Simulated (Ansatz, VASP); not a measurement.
# Au in VASP and in Ansatz

```
Au
1.0
     2.55086    0.00000    0.00000
     0.00000    2.55086    0.00000
     0.00000    0.00000    2.55086
Au
1
Direct
  0.00000 0.00000 0.00000
```

Change from the starting cell: volume scaled by 0.8, LAPW.

Alike in both runs: task single point; functional PBE; k mesh 14 × 14 × 14; occupations fermi-dirac, width 0.1 eV; no spin polarisation.

```csv
,VASP,Ansatz
version,VASP 6.6.1,Ansatz 0.2.0
potentials or method,"VASP PAW PBE potentials, release 64 (Au), cutoff 520 eV","all-electron LAPW, scalar-relativistic"
```

VASP gave:

* pressure (GPa): 43.6

Q: Which values does Ansatz return?

A: Pressure (GPa): 44.0.

Both programs put the cell under a high pressure, so it lies far from rest at this level. Ansatz ran all-electron here, and VASP with PAW potentials.

Spin-orbit coupling is off throughout.
